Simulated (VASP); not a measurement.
# C (P6/mmm) in VASP: a series of runs

C is run at these levels: PBE+D3(BJ); tasks: phonons.

All numbers are computed with VASP 6.6.1; they aren't measurements. Logs are shortened: lines on timing, memory, paths and dates and some standing lists are left out, and cuts for length are marked.

**1. The cell of the first run**

It takes space group P6/mmm (No. 191, hexagonal). The conventional cell has a = 2.439 Å, b = 2.439 Å, c = 2.995 Å, α = 90.00°, β = 90.00°, γ = 120.00°. Within 1.9 Å of C (site symmetry -6m2) lie 3 C at 1.41 Å.

**2. Phonons, PBE+D3(BJ)**

INCAR

```
SYSTEM = C
PREC = Accurate ; ENCUT = 520
EDIFF = 1E-8 ; ISMEAR = -1
SIGMA = 0.15 ; LREAL = .FALSE.
LASPH = .TRUE. ; NELM = 60
ALGO = Normal ; ISIF = 2
LWAVE = .FALSE. ; LCHARG = .TRUE.
GGA = PE ; IVDW = 12
IBRION = 6 ; NFREE = 2
POTIM = 0.015 ; NSW = 1
```

KPOINTS

```
regular mesh
0
G
  18 18 12
  0 0 0
```

POSCAR

```
C
1.0
    2.4390978704      0.0000000000      0.0000000000
   -1.2195489352      2.1123207180      0.0000000000
    0.0000000000      0.0000000000      2.9954701805
C
2
Direct
    0.3333333333      0.6666666667      0.0000000000
    0.6666666667      0.3333333333      0.0000000000
```

Potentials or basis: VASP PAW PBE potentials, release 64 (C).

The run is started by

```console
cat potpaw_PBE.64/C/POTCAR > POTCAR
mpirun -np 1 vasp_std > vasp.out
```

OUTCAR:

```text
SYSTEM = C
   PREC = Accurate
   ENCUT = 520
   EDIFF = 1E-8
   ISMEAR = -1
   LREAL = .FALSE.
   LASPH = .TRUE.
   NELM = 60
   ISIF = 2
   GGA = PE
   IVDW = 12
   IBRION = 6
   NFREE = 2
   POTIM = 0.015
   NSW = 1
 IVDW          = 12

 ion  position               nearest neighbor table
   1  0.333  0.667  0.000-   2 1.41   2 1.41   2 1.41
   2  0.667  0.333  0.000-   1 1.41   1 1.41   1 1.41

  LATTYP: Found a hexagonal cell.
 ALAT       =     2.4390978704
 C/A-ratio  =     1.2281057750

  Lattice vectors:

 A1 = (   2.4390978704,   0.0000000000,   0.0000000000)
 A2 = (  -1.2195489352,   2.1123207180,   0.0000000000)
 A3 = (   0.0000000000,   0.0000000000,   2.9954701805)

Analysis of symmetry for initial positions (statically):
=====================================================================
 Subroutine PRICEL returns:
 Original cell was already a primitive cell.

 Routine SETGRP: Setting up the symmetry group for a
 hexagonal supercell.

 Subroutine GETGRP returns: Found 24 space group operations
 (whereof 24 operations were pure point group operations)
 out of a pool of 24 trial point group operations.

The static configuration has the point symmetry D_6h.

Analysis of symmetry for dynamics (positions and initial velocities):
=====================================================================
 Subroutine PRICEL returns:
 Original cell was already a primitive cell.

 Routine SETGRP: Setting up the symmetry group for a
 hexagonal supercell.

 Subroutine GETGRP returns: Found 24 space group operations
 (whereof 24 operations were pure point group operations)
 out of a pool of 24 trial point group operations.

The dynamic configuration has the point symmetry D_6h.

 Subroutine INISYM returns: Found 24 space group operations
 (whereof 24 operations are pure point group operations),
 and found     1 'primitive' translations

----------------------------------------------------------------------------------------

                                     Primitive cell

  volume of cell :      15.4331

  direct lattice vectors                    reciprocal lattice vectors
     2.439097870  0.000000000  0.000000000     0.409987648  0.236706479  0.000000000
    -1.219548935  2.112320718  0.000000000     0.000000000  0.473412958  0.000000000
     0.000000000  0.000000000  2.995470180     0.000000000  0.000000000  0.333837408

  length of vectors
     2.439097870  2.439097870  2.995470180     0.473412958  0.473412958  0.333837408

  position of ions in fractional coordinates (direct lattice)
     0.333333333  0.666666667  0.000000000
     0.666666667  0.333333333  0.000000000

  ion indices of the primitive-cell ions
   primitive index   ion index
                 1           1
                 2           2

----------------------------------------------------------------------------------------

 KPOINTS: regular mesh

Automatic generation of k-mesh.
 Grid dimensions read from file:
 generate k-points for:   18   18   12

 Generating k-lattice:

  Cartesian coordinates                     Fractional coordinates (reciprocal lattice)
     0.022777092  0.013150360  0.000000000     0.055555556  0.000000000  0.000000000
     0.000000000  0.026300720  0.000000000     0.000000000  0.055555556  0.000000000
     0.000000000  0.000000000  0.027819784     0.000000000  0.000000000  0.083333333

  Length of vectors
     0.026300720  0.026300720  0.027819784

  Shift w.r.t. Gamma in fractional coordinates (k-lattice)
     0.000000000  0.000000000  0.000000000

 Subroutine IBZKPT returns following result:
 ===========================================

 Found    259 irreducible k-points:

 Following reciprocal coordinates:
            Coordinates               Weight
  0.000000  0.000000  0.000000      1.000000
  0.055556  0.000000  0.000000      6.000000
  0.111111  0.000000  0.000000      6.000000
  0.166667 -0.000000  0.000000      6.000000
  0.222222  0.000000  0.000000      6.000000
  0.277778 -0.000000  0.000000      6.000000
[... 16 lines left out ...]
  0.333333  0.111111  0.000000     12.000000
  0.388889  0.111111  0.000000     12.000000
 [... further k-points ...]
   k-points           NKPTS =    259   k-points in BZ     NKDIM =    259   number of bands    NBANDS=      8
   number of dos      NEDOS =    301   number of ions     NIONS =      2
   total plane-waves  NPLWV =   7776
   dimension x,y,z NGX =    18 NGY =   18 NGZ =   24
   dimension x,y,z NGXF=    36 NGYF=   36 NGZF=   48
   ions per type =               2
   NGX,Y,Z   is equivalent  to a cutoff of  12.27, 12.27, 13.32 a.u.
   NGXF,Y,Z  is equivalent  to a cutoff of  24.54, 24.54, 26.64 a.u.
 SYSTEM =  C
   PREC   = accura    normal or accurate (medium, high low for compatibility)
   ISTART =      0    job   : 0-new  1-cont  2-samecut
   ICHARG =      2    charge: 1-file 2-atom 10-const
   ISPIN  =      1    spin polarized calculation?
   LNONCOLLINEAR =      F non collinear calculations
   LSORBIT =      F    spin-orbit coupling
   LASPH  =      T    aspherical Exc in radial PAW
   ENCUT  =  520.0 eV  38.22 Ry    6.18 a.u.   4.54  4.54  5.57*2*pi/ulx,y,z
   NELM   =     60;   NELMIN=  2; NELMDL= -5     # of ELM steps
   EDIFF  = 0.1E-07   stopping-criterion for ELM
   LREAL  =      F    real-space projection
   EDIFFG = 0.1E-06   stopping-criterion for IOM
   NSW    =     61    number of steps for IOM
   IBRION =      6    ionic relax: 0-MD 1-quasi-New 2-CG
   NFREE  =      2    steps in history (QN), initial steepest desc. (CG)
   ISIF   =      2    stress and relaxation
   ISYM   =      2    0-nonsym 1-usesym 2-fastsym
   POTIM  = 0.0150    time-step for ionic-motion
   TEBEG  =    0.0;   TEEND  =   0.0 temperature during run
   PSTRESS=    0.0 pullay stress
   NELECT =       8.0000    total number of electrons
   NUPDOWN=      -1.0000    fix difference up-down
   EMIN   =  10.00;   EMAX   =-10.00  energy-range for DOS
   EFERMI =   0.00;   METHOD = LEGACY
   ISMEAR =    -1;   SIGMA  =   0.15  broadening in eV -4-tet -1-fermi 0-gaus
   EFERMI_NEDOS =   21; number of points for ismear=-14 and -15
   IALGO  =     38    algorithm
   IMIX   =      4    mixing-type and parameters
     AMIX     =   0.40;   BMIX     =  1.00
     AMIX_MAG =   1.60;   BMIX_MAG =  1.00
  volume/ion in A,a.u.               =       7.72        52.07
  Fermi-wavevector in a.u.,A,eV,Ry     =   1.315084  2.485148 23.530537  1.729446
  Thomas-Fermi vector in A             =   2.445291
   LORBIT       =      0    0 simple, 1 ext, 2 COOP (PROOUT), +10 PAW based schemes
   GGA     = PE    functional components
   LHFCALC =     F    Hartree Fock is set to
   AEXX    =    0.0000 exact exchange contribution
   IVDW    =    12    specifies the selected vdW correction
   LEPSILON=     F    determine dielectric tensor
   LRPA    =     F    only Hartree local field effects (RPA)
 finite differences with symmetry
 non-spin polarized calculation
  energy-cutoff  :      520.00
  volume of cell :       15.43
 maximum number of plane-waves:       431
   NGX =  9   NGY =  9   NGZ = 11

--------------------------------------- Ionic step        1  -------------------------------------------

 number of electron       8.0000000 magnetization

 Free energy of the ion-electron system (eV)
  ---------------------------------------------------
  ext. energy  EPLUGINS =         0.00000000
  ---------------------------------------------------
  free energy    TOTEN  =       -18.24870761 eV

  energy without entropy =      -18.23977871  energy(sigma->0) =      -18.24424316

------------------------ aborting loop because EDIFF is reached ----------------------------------------

 Edisp (eV)   -0.35482

 E8    (eV) :    -0.1019
[... 151 lines left out ...]
--------------------------------------- Ionic step        5  -------------------------------------------

 number of electron       7.9999999 magnetization

 Free energy of the ion-electron system (eV)
  ---------------------------------------------------
  ext. energy  EPLUGINS =         0.00000000
  ---------------------------------------------------
  free energy    TOTEN  =       -18.24681604 eV

  energy without entropy =      -18.23787858  energy(sigma->0) =      -18.24234731

 E-fermi :   5.9850     XC(G=0): -11.1466

 val. band max:        5.9620151674   @ k =   0.3889   0.2222   0.5000
 cond. band min:       6.0252176385   @ k =   0.3889   0.2222   0.0000
 fundamental gap:      0.0632024710
 Fermi energy:         5.9850330823

 k-point     1 :       0.0000    0.0000    0.0000
  band No.  band energies     occupation
      1     -14.1184      2.00000
      2       0.0284      2.00000
      3       2.9568      2.00000
      4       2.9568      2.00000
      5      11.3546      0.00000
      6      14.4198      0.00000
      7      14.4198      0.00000
      8      18.3364      0.00000
[... 243 lines left out ...]
 k-point    24 :       0.3889    0.1111    0.0000
  band No.  band energies     occupation
      1      -9.2485      2.00000
      2      -6.5524      2.00000
      3      -1.4170      2.00000
      4       4.8563      1.99892
      5       9.6444      0.00000
      6      14.5328      0.00000
      7      17.0296      0.00000
      8      19.3956      0.00000

 [... further k-points ...]

------------------------ aborting loop because EDIFF is reached ----------------------------------------

 Edisp (eV)   -0.35482

 E8    (eV) :    -0.1019
[... 25 lines left out ...]
  FREE ENERGIE OF THE ION-ELECTRON SYSTEM (eV)
  ---------------------------------------------------
  free  energy   TOTEN  =       -18.6016328928 eV

  energy  without entropy=      -18.5926954263  energy(sigma->0) =      -18.59716416

 INTERNAL STRAIN TENSORS FROM DISPLACED ATOMS
 ============================================

 INTERNAL STRAIN TENSOR FOR ION    1 for displacements in x,y,z  (eV/Angst):
          X           Y           Z          XY          YZ          ZX
  --------------------------------------------------------------------------------
  x     0.00000     0.00000     0.00000   -13.69135     0.00000     0.00000
  y   -13.69135    13.69135     0.00000     0.00000     0.00000     0.00000
  z     0.00000     0.00000     0.00000     0.00000    -0.00000     0.00000

 INTERNAL STRAIN TENSOR FOR ION    2 for displacements in x,y,z  (eV/Angst):
          X           Y           Z          XY          YZ          ZX
  --------------------------------------------------------------------------------
  x    -0.00000    -0.00000     0.00000    13.69135     0.00000     0.00000
  y    13.69135   -13.69135     0.00000     0.00000     0.00000     0.00000
  z     0.00000     0.00000     0.00000     0.00000     0.00000     0.00000

 Eigenvectors and eigenvalues of the dynamical matrix
 ----------------------------------------------------

   1 f  =   47.896221 THz   300.940835 2PiTHz 1597.645976 cm-1   198.082766 meV
             X         Y         Z           dx          dy          dz
     -0.000000  1.408214  0.000000     0.707107    0.000000    0.000000
      1.219549  0.704107  0.000000    -0.707107   -0.000000    0.000000
[... 21 lines left out ...]
   6 f  =    0.000000 THz     0.000000 2PiTHz    0.000000 cm-1     0.000000 meV
             X         Y         Z           dx          dy          dz
     -0.000000  1.408214  0.000000     0.000000    0.707107   -0.000000
      1.219549  0.704107  0.000000    -0.000000    0.707107    0.000000

 ELASTIC MODULI CONTR FROM IONIC RELAXATION (kBar)
 Direction    XX          YY          ZZ          XY          YZ          ZX
 --------------------------------------------------------------------------------
 XX        -345.2222    345.2222      0.0000      0.0000     -0.0000      0.0000
 YY         345.2222   -345.2222      0.0000     -0.0000      0.0000      0.0000
 ZZ           0.0000      0.0000      0.0000      0.0000      0.0000      0.0000
 XY           0.0000     -0.0000      0.0000   -345.2222      0.0000      0.0000
 YZ          -0.0000      0.0000      0.0000      0.0000     -0.0000      0.0000
 ZX           0.0000      0.0000      0.0000      0.0000      0.0000      0.0000
 --------------------------------------------------------------------------------
```

Wall time 3.2 min (1 thread of Intel Xeon Platinum 8259CL at 2.50GHz (Skylake/Cascade Lake), shared host); peak memory 0.3 GiB.

Results:

```
Highest phonon frequency at Γ : 1598 cm⁻¹
Dispersion energy per atom    : -0.177 eV
```

Phonon frequencies in cm⁻¹ (negative: imaginary):
```csv
q point,frequencies
"(0.000, 0.000, 0.000)",0 0 0 872 1598 1598
```

Caveat: the cell stands under pressure or tension, which shifts response properties.

**3. Phonons, PBE+D3(BJ)**

This run uses another cell than the first one, of 8.19 Å³/atom.

INCAR

```
SYSTEM = C
  PREC = Accurate
  ENCUT = 520
  EDIFF = 1E-8
  ISMEAR = -1
  SIGMA = 0.15
  LREAL = .FALSE.
  LASPH = .TRUE.
  NELM = 60
  ALGO = Normal
  ISIF = 2
  LWAVE = .FALSE.
  LCHARG = .TRUE.
  GGA = PE
  IVDW = 12
  IBRION = 6
  NFREE = 2
  POTIM = 0.015
  NSW = 1
```

KPOINTS

```
Automatic mesh
0
G
  18 18 12
  0 0 0
```

POSCAR

```
C
1.0
    2.4497247177      0.0000000000      0.0000000000
   -1.2248623589      2.1215238378      0.0000000000
    0.0000000000      0.0000000000      3.1514829848
C
2
Direct
    0.3333333333      0.6666666667      0.0000000000
    0.6666666667      0.3333333333      0.0000000000
```

Potentials or basis: VASP PAW PBE potentials, release 64 (C).

The run is started by

```console
cat potpaw_PBE.64/C/POTCAR > POTCAR
mpirun -np 1 vasp_std > vasp.out
```

OUTCAR:

```text
SYSTEM = C
   PREC = Accurate
   ENCUT = 520
   EDIFF = 1E-8
   ISMEAR = -1
   LREAL = .FALSE.
   LASPH = .TRUE.
   NELM = 60
   ISIF = 2
   GGA = PE
   IVDW = 12
   IBRION = 6
   NFREE = 2
   POTIM = 0.015
   NSW = 1
 IVDW          = 12

 ion  position               nearest neighbor table
   1  0.333  0.667  0.000-   2 1.41   2 1.41   2 1.41
   2  0.667  0.333  0.000-   1 1.41   1 1.41   1 1.41
[... 673 lines left out ...]

 INTERNAL STRAIN TENSOR FOR ION    2 for displacements in x,y,z  (eV/Angst):
          X           Y           Z          XY          YZ          ZX
  --------------------------------------------------------------------------------
  x    -0.00000     0.00000     0.00000    12.53716     0.00000     0.00000
  y    12.53716   -12.53716     0.00000     0.00000     0.00000     0.00000
  z     0.00000     0.00000     0.00000    -0.00000    -0.00000     0.00000

 Eigenvectors and eigenvalues of the dynamical matrix
 ----------------------------------------------------

   1 f  =   47.423751 THz   297.972212 2PiTHz 1581.886043 cm-1   196.128785 meV
             X         Y         Z           dx          dy          dz
     -0.000000  1.414349  0.000000    -0.532914    0.464761    0.000000
      1.224862  0.707175  0.000000     0.532914   -0.464761    0.000000
[... 16 lines left out ...]
   5 f  =    0.000000 THz     0.000000 2PiTHz    0.000000 cm-1     0.000000 meV
             X         Y         Z           dx          dy          dz
     -0.000000  1.414349  0.000000     0.000000    0.000000    0.707107
      1.224862  0.707175  0.000000    -0.000000    0.000000    0.707107

   6 f/i=    0.000000 THz     0.000002 2PiTHz    0.000013 cm-1     0.000002 meV
             X         Y         Z           dx          dy          dz
     -0.000000  1.414349  0.000000     0.135717    0.693960    0.000000
      1.224862  0.707175  0.000000     0.135717    0.693960    0.000000

 ELASTIC MODULI CONTR FROM IONIC RELAXATION (kBar)
 Direction    XX          YY          ZZ          XY          YZ          ZX
 --------------------------------------------------------------------------------
 XX        -278.2207    278.2207      0.0000      0.0000     -0.0000      0.0000
 YY         278.2207   -278.2207     -0.0000      0.0000      0.0000     -0.0000
 ZZ           0.0000     -0.0000     -0.0000     -0.0000     -0.0000      0.0000
 XY           0.0000      0.0000     -0.0000   -278.2207     -0.0000      0.0000
 YZ          -0.0000      0.0000     -0.0000     -0.0000     -0.0000      0.0000
 ZX           0.0000     -0.0000      0.0000      0.0000      0.0000     -0.0000
 --------------------------------------------------------------------------------
```

OSZICAR:

```text
N       E                     dE             d eps       ncg     rms          rms(c)
DAV:   1     0.319836216733E+01    0.31984E+01   -0.47823E+03  4336   0.917E+02
[... 45 lines left out ...]
DAV:   1    -0.183335904502E+02   -0.97730E-03   -0.18471E+00  6312   0.123E+01    0.244E-01
DAV:   2    -0.183332873089E+02    0.30314E-03   -0.70182E-03  8024   0.929E-01    0.145E-01
DAV:   3    -0.183326253001E+02    0.66201E-03   -0.24210E-03  8160   0.388E-01    0.146E-02
DAV:   4    -0.183326167956E+02    0.85045E-05   -0.90296E-05  9144   0.101E-01    0.555E-03
DAV:   5    -0.183326131551E+02    0.36404E-05   -0.12709E-05  8296   0.290E-02    0.139E-03
DAV:   6    -0.183326131480E+02    0.71270E-08   -0.73801E-07  9008   0.836E-03    0.410E-04
DAV:   7    -0.183326131494E+02   -0.13555E-08   -0.19297E-08  6800   0.137E-03
   5 F= -.18668921E+02 E0= -.18665459E+02  d E =-.692401E-02
```

Wall time 3.1 min (1 thread of Intel Xeon Platinum 8259CL at 2.50GHz (Skylake/Cascade Lake), shared host); peak memory 0.31 GiB.

Results:

- Highest phonon frequency at Γ: 1582 cm⁻¹
- Dispersion energy per atom: -0.168 eV

Phonon frequencies in cm⁻¹ (negative: imaginary):
```csv
q point,frequencies
"(0.000, 0.000, 0.000)",0 0 0 871 1582 1582
```

Caveat: the cell stands under pressure or tension, which shifts response properties.

(Part 1 of 2 ends here.)
